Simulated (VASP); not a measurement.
# Si22GeC24 (a cell with a defect) in VASP: further runs, part 2 of 2

VASP 6.6.1. Earlier steps stand in the parts before.

## (3) Single point, PBE

File INCAR:

```
SYSTEM = Si22GeC24
PREC     = Accurate       ! precision mode
ENCUT    = 520            ! plane-wave cutoff, eV
EDIFF    = 1E-6           ! SCF threshold, eV
ISMEAR   = 0              ! smearing method
SIGMA    = 0.02           ! smearing width, eV
LREAL    = Auto         
LASPH    = .True.         ! aspherical terms in the spheres
NELM     = 80             ! most SCF steps
ALGO     = Normal         ! electronic algorithm
ISIF     = 2              ! what is computed and relaxed
LWAVE    = .False.        ! write WAVECAR
LCHARG   = .True.         ! write CHGCAR
GGA      = PE             ! functional
LELF     = .True.         ! ELF
LVHAR    = .True.       
NBANDS   = 128            ! bands
NELECT   = 196.0
```

File KPOINTS:

```
regular mesh
0
Gamma
  2 2 1
  0 0 0
```

File POSCAR:

```
Si22GeC24
1.0
   -3.0810000000     -5.3364490000      0.0000000000
    4.6215000000     -2.6682240000      0.0000000000
    0.0000000000      0.0000000000     15.1248000000
Si C Ge
22 24 1
Direct
    0.7480592869      0.4893808640     -0.0017607506
    0.7613841068      0.5347139312      0.5022776500
    0.4934802884      0.3157061059      0.1632054639
    0.5025122504      0.6707281712      0.6695966889
    0.5075293730      0.6381425940      0.3257463900
    0.5008033761      0.3300679870      0.8330255607
    0.4978790867     -0.0079728517     -0.0023964614
    0.5021695356      0.0044988292      0.5053208637
    0.2483267676      0.8145515030      0.1638493732
    0.2522085959      0.1697783585      0.6693500741
    0.2317027056      0.1174108052      0.3316211123
    0.2508543112      0.8303098848      0.8338728446
    0.2487560863      0.4900652390     -0.0018764546
    0.2644838895      0.4987055855      0.5018122554
   -0.0000979700      0.3114876457      0.1653432111
    0.0062964601      0.6704055812      0.6686366101
    0.0002868814      0.3307544913      0.8328904184
   -0.0018219906     -0.0111400093     -0.0016333439
    0.0030058047      0.0070011650      0.5054745187
    0.7435000853      0.8134810695      0.1630204697
    0.7516897102      0.1764511516      0.6663172406
    0.7507464757      0.8318011234      0.8321175817
    0.4972064500      0.3220614676      0.0400195044
    0.5060331826      0.6754424398      0.5456455623
    0.4961500009      0.6469512394      0.2043599254
    0.5019233402      0.3379092959      0.7089989289
    0.7892957983      0.7048472042      0.3820268037
    0.7502430108      0.4980434309      0.8736944621
    0.2480670719      0.8224623279      0.0390348302
    0.2529142285      0.1704662421      0.5443229001
    0.2472503315      0.1419518060      0.2086678832
    0.2531148049      0.8378508523      0.7100747117
    0.5027886841     -0.0391137216      0.3810878160
    0.5004226140     -0.0027436820      0.8737502645
   -0.0005965119      0.3232491933      0.0399926611
    0.0160419979      0.6728852960      0.5441615757
   -0.0039881083      0.6475758170      0.1919120914
    0.0018087946      0.3375910194      0.7084866577
    0.3111366169      0.4281691911      0.3803652941
    0.2499493424      0.4968098937      0.8739243494
    0.7478041688      0.8226622620      0.0386561806
    0.7526568046      0.1862835908      0.5378656247
    0.7453867957      0.1506138088      0.2013785306
    0.7538478269      0.8406623725      0.7068591320
   -0.0280518010     -0.0514938005      0.3817847509
   -0.0000138517     -0.0018889272      0.8740093092
    0.7425788098      0.1387398708      0.3283113165
```

Potentials or basis: VASP PAW PBE potentials, release 64 (Si, C, Ge_d).

Run with:

```bash
$ cat potpaw_PBE.64/Si/POTCAR potpaw_PBE.64/C/POTCAR potpaw_PBE.64/Ge_d/POTCAR > POTCAR
$ mpirun -np 1 vasp_std > vasp.out
```

OUTCAR:

```text
SYSTEM = Si22GeC24
   PREC = Accurate
   ENCUT = 520
   EDIFF = 1E-6
   ISMEAR = 0
   LREAL = Auto
   LASPH = .True.
   NELM = 80
   ISIF = 2
   GGA = PE
   NELECT = 196.0

 ion  position               nearest neighbor table
   1  0.748  0.489  0.998-  41 1.88  28 1.88  35 1.89  23 1.89  20 3.03   6 3.05  17 3.06   7 3.07
                            13 3.08  18 3.08  18 3.08  13 3.09   3 3.09   7 3.09  22 3.11  15 3.11
   2  0.761  0.535  0.502-  36 1.85  24 1.86  42 1.94  27 2.04  19 2.93   8 2.97  16 3.02  14 3.07
                             4 3.08  14 3.11  21 3.13   5 3.14
   3  0.493  0.316  0.163-  23 1.86  25 1.87  43 1.88  31 1.91   5 3.00  15 3.04   7 3.04   9 3.06
                            13 3.06  20 3.07   9 3.07   1 3.09  20 3.09  15 3.12
[... 787 lines left out ...]
  external PRESSURE =     -37.8165015 kB  Pullay stress =       0.0000000 kB

 VOLUME and BASIS-vectors are now :
 -----------------------------------------------------------------------------
  energy-cutoff  :      520.00
  volume of cell :      497.35
      direct lattice vectors                 reciprocal lattice vectors
    -3.081000000 -5.336449000  0.000000000    -0.081142475 -0.140542903  0.000000000
     4.621500000 -2.668224000  0.000000000     0.162284980 -0.093695269  0.000000000
     0.000000000  0.000000000 15.124800000     0.000000000  0.000000000  0.066116577

 POSITION                                       TOTAL-FORCE (eV/Angst)
 -----------------------------------------------------------------------------------
     -0.04310     -5.29776     15.09817         0.016680     -0.018677      0.053703
      0.12536     -5.48982      7.59685        -0.173339     -0.008923      0.088537
     -0.06138     -3.47581      2.46845        -0.013782      0.060333     -0.000562
      1.55153     -4.47128     10.12752        -0.016069     -0.026872     -0.016767
      1.38548     -4.41111      4.92685        -0.339042      0.001235      0.043841
     -0.01757     -3.55321     12.59935         0.045367      0.020558      0.004486
[... 39 lines left out ...]
      1.53181     -7.99956     13.21922        -0.032528     -0.011310     -0.007308
     -1.64670     -4.33292      4.96564         0.636506      0.124892     -0.163991
 -----------------------------------------------------------------------------------
    total drift:                               -0.004347     -0.033976      0.014746

  FREE ENERGIE OF THE ION-ELECTRON SYSTEM (eV)
  ---------------------------------------------------
  free  energy   TOTEN  =      -359.6013329541 eV

  energy  without entropy=     -359.5943157743  energy(sigma->0) =     -359.59782436
```

OSZICAR:

```text
N       E                     dE             d eps       ncg     rms          rms(c)
DAV:   1     0.112420072790E+04    0.11242E+04   -0.82650E+04  1232   0.167E+03
DAV:   2    -0.189129933372E+03   -0.13133E+04   -0.12069E+04  1192   0.454E+02
DAV:   3    -0.387892523097E+03   -0.19876E+03   -0.19289E+03  1200   0.128E+02
[... 14 lines left out ...]
DAV:  18    -0.359601392098E+03    0.50643E-03   -0.10050E-03  1408   0.108E-01    0.105E-01
DAV:  19    -0.359601346531E+03    0.45567E-04   -0.37435E-04  1152   0.501E-02    0.485E-02
DAV:  20    -0.359601359856E+03   -0.13325E-04   -0.30847E-05  1320   0.180E-02    0.584E-02
DAV:  21    -0.359601332961E+03    0.26895E-04   -0.29470E-05  1368   0.160E-02    0.186E-02
DAV:  22    -0.359601333869E+03   -0.90731E-06   -0.12535E-05  1200   0.102E-02    0.963E-03
DAV:  23    -0.359601332954E+03    0.91462E-06   -0.20542E-06   848   0.596E-03
   1 F= -.35960133E+03 E0= -.35959782E+03  d E =-.701718E-02
```

Wall time 10 min (1 thread of Intel Xeon Platinum 8259CL at 2.50GHz (Skylake/Cascade Lake), shared host); peak memory 0.56 GiB.

Results:

| Item | Value |
| --- | --- |
| Free energy | -359.6013 eV |
| Largest force | 1.546 eV/Å |

Forces in eV/Å, atoms in the order of the input:
```
Si   0.017 -0.019  0.054
Si  -0.173 -0.009  0.089
Si  -0.014  0.060 -0.001
Si  -0.016 -0.027 -0.017
Si  -0.339  0.001  0.044
Si   0.045  0.021  0.004
Si  -0.014 -0.005  0.030
Si   0.138  0.021 -0.072
Si   0.027 -0.092  0.025
Si  -0.001  0.056 -0.052
Si  -0.387 -0.345  0.172
Si   0.000 -0.004 -0.016
Si   0.007 -0.031 -0.029
Si  -0.091 -0.049 -0.084
Si  -0.061  0.020 -0.022
Si  -0.026  0.007  0.018
Si   0.018 -0.002 -0.018
Si  -0.050 -0.015  0.042
Si  -0.200  0.090  0.086
Si  -0.044  0.001  0.009
Si   0.007 -0.024  0.020
Si   0.047  0.015  0.020
C    0.067  0.021  0.047
C   -0.049 -0.043 -0.004
C    0.075 -0.172  0.039
C   -0.042  0.013 -0.040
C   -0.594 -0.413 -0.089
C   -0.038  0.007 -0.018
C   -0.026 -0.005  0.026
C   -0.085  0.002 -0.006
C    0.086  0.104 -0.079
C   -0.041 -0.021  0.003
C    1.443  0.531 -0.158
C   -0.046 -0.050 -0.011
C    0.067  0.008 -0.043
C    0.029 -0.078  0.070
C   -0.059  0.064 -0.106
C   -0.015  0.004  0.039
C    0.143 -0.124  0.135
C   -0.042 -0.006  0.003
C    0.017  0.003  0.042
C   -0.017  0.023 -0.052
C    0.074 -0.027  0.140
C   -0.084  0.003 -0.001
C   -0.355  0.372 -0.069
C   -0.033 -0.011 -0.007
Ge   0.637  0.125 -0.164
```

Caveat: the k points lie up to 0.59 Å⁻¹ apart; the cell carries a net charge on a neutralising background, which shifts energy and pressure; the cell is charged against a uniform background, so pressure and absolute levels hang on convention.
